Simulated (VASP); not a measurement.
Write the native input for VASP 6.6.1 that does the following.

```yaml
Task: single point
Functional: r2SCAN
Potentials_or_basis: VASP PAW PBE potentials, release 64 (Os)
Cutoff: 520 eV
k_mesh: 12 × 12 × 12
Occupations: fermi-dirac, width 0.1 eV
Spin: non-collinear spin, zero start, spin-orbit coupling
Starting_moments: "[[0.0, 0.0, 0.0]] μB"
Dipole_correction: no
Further_INCAR_settings: ALGO = Normal; EDIFF = 1e-07; NBANDS = 19
```

Crystal: Os.

```
Os
1.0
     2.53946    0.00000    0.00000
     0.00000    2.53946    0.00000
     0.00000    0.00000    2.53946
Os
1
Cartesian
  0.0000 0.0000 0.0000
```

This isn't the form of Os at room conditions, which is hcp.

The input as run:

POSCAR

```
Os
1.0
    2.5394565796      0.0000000000      0.0000000000
    0.0000000000      2.5394565796      0.0000000000
    0.0000000000      0.0000000000      2.5394565796
Os
1
Direct
    0.0000000000      0.0000000000      0.0000000000
```

INCAR.step1

```
SYSTEM = Os
PREC     = Accurate       ! precision mode
ENCUT    = 520            ! plane-wave cutoff, eV
ISMEAR   = -1             ! smearing method
SIGMA    = 0.1            ! smearing width, eV
LREAL    = .FALSE.        ! projectors in reciprocal space
LASPH    = .TRUE.         ! aspherical terms in the spheres
NELM     = 150            ! most SCF steps
LNONCOLLINEAR= .TRUE.         ! non-collinear magnetism
MAGMOM   = 0 0 0          ! initial moments
LSORBIT  = .TRUE.         ! spin-orbit coupling
GGA_COMPAT= .FALSE.      
LMAXMIX  = 4              ! l up to which the mixer works
NBANDS   = 19             ! bands
GGA      = PE             ! functional
ALGO     = Normal         ! electronic algorithm
EDIFF    = 1E-4           ! SCF threshold, eV
LWAVE    = .TRUE.         ! write WAVECAR
LCHARG   = .FALSE.        ! write CHGCAR
```

INCAR.step2

```
SYSTEM = Os
PREC     = Accurate       ! precision mode
ENCUT    = 520            ! plane-wave cutoff, eV
EDIFF    = 1E-7           ! SCF threshold, eV
ISMEAR   = -1             ! smearing method
SIGMA    = 0.1            ! smearing width, eV
LREAL    = .FALSE.        ! projectors in reciprocal space
LASPH    = .TRUE.         ! aspherical terms in the spheres
NELM     = 150            ! most SCF steps
ALGO     = Normal         ! electronic algorithm
ISIF     = 2              ! what is computed and relaxed
LWAVE    = .FALSE.        ! write WAVECAR
LCHARG   = .FALSE.        ! write CHGCAR
LNONCOLLINEAR= .TRUE.         ! non-collinear magnetism
MAGMOM   = 0 0 0          ! initial moments
LORBIT   = 11             ! projections on sites
LSORBIT  = .TRUE.         ! spin-orbit coupling
GGA_COMPAT= .FALSE.      
LORBMOM  = .TRUE.       
LMAXMIX  = 4              ! l up to which the mixer works
METAGGA  = R2SCAN         ! meta-GGA
LMIXTAU  = .TRUE.       
NBANDS   = 19             ! bands
ISTART   = 1
```

KPOINTS

```
regular mesh
0
G
  12 12 12
  0 0 0
```

Potentials or basis: VASP PAW PBE potentials, release 64 (Os).

Command:

```console
$ cat potpaw_PBE.64/Os/POTCAR > POTCAR
$ cp INCAR.step1 INCAR
$ mpirun -np 1 vasp_ncl > vasp.out
$ cp INCAR.step2 INCAR
$ mpirun -np 1 vasp_ncl > vasp.out
```

It gave:

```
Pressure                                              : 1.7 GPa
Net moment                                            : 0.00 μB per cell
Valence electrons inside the program's atomic spheres : Os 7.38
```

Caveat: the PAW data sets were made with another functional, which shifts forces and pressure a little.

Run time: 8.5 min on 1 thread of Intel Xeon 8259CL, on a shared host, peak memory 0.21 GiB.
